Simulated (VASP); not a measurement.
Set up this calculation in VASP 6.6.1, as the native input.

| Item | Value |
| --- | --- |
| Task | single point |
| Functional | PBE |
| Potentials or basis | VASP PAW PBE potentials, release 64 (Be, S) |
| Cutoff | 520 eV |
| k mesh | 6 × 6 × 6 |
| Occupations | gaussian, width 0.01 eV |
| Spin | no spin polarisation |
| Dipole correction | no |
| Further INCAR settings | ALGO = Normal; EDIFF = 1e-06; NBANDS = 11 |

The structure of BeS lies in POSCAR:

```
BeS
1.0
    0.0000000000      2.5073354173      2.5073354173
    2.5073354173      0.0000000000      2.5073354173
    2.5073354173      2.5073354173      0.0000000000
Be S
1 1
Direct
    0.0000000000      0.0000000000      0.0000000000
    0.2500000000      0.2500000000      0.2500000000
```

This cell differs from its parent crystal: strain +3.0%.

These files were run (other wordings do the same):

INCAR

```
PREC     = Accurate       # precision mode
ENCUT    = 520            # plane-wave cutoff, eV
EDIFF    = 1E-6           # SCF threshold, eV
ISMEAR   = 0              # smearing method
SIGMA    = 0.01           # smearing width, eV
LREAL    = False          # projectors in reciprocal space
LASPH    = True           # aspherical terms in the spheres
NELM     = 100            # most SCF steps
ALGO     = Normal         # electronic algorithm
ISIF     = 2              # what is computed and relaxed
LWAVE    = False          # write WAVECAR
LCHARG   = False          # write CHGCAR
GGA      = PE             # functional
NBANDS   = 11             # bands
```

KPOINTS

```
Automatic mesh
0
Gamma
  6 6 6
```

Potentials or basis: VASP PAW PBE potentials, release 64 (Be, S).

Run with:

```sh
$ cat potpaw_PBE.64/Be/POTCAR potpaw_PBE.64/S/POTCAR > POTCAR
$ mpirun -np 1 vasp_std > vasp.out
```

Results of the run:

* Pressure: -6.6 GPa
* Band gap on the k mesh: 3.31 eV, indirect (least direct gap 5.07 eV)

Caveat: the cell differs from its parent crystal (strain +3.0%).

Run time: 9 s on 1 thread of AMD EPYC 7R43 64-Core Processor (Zen 3), with other jobs on the host, peak memory 0.11 GiB.
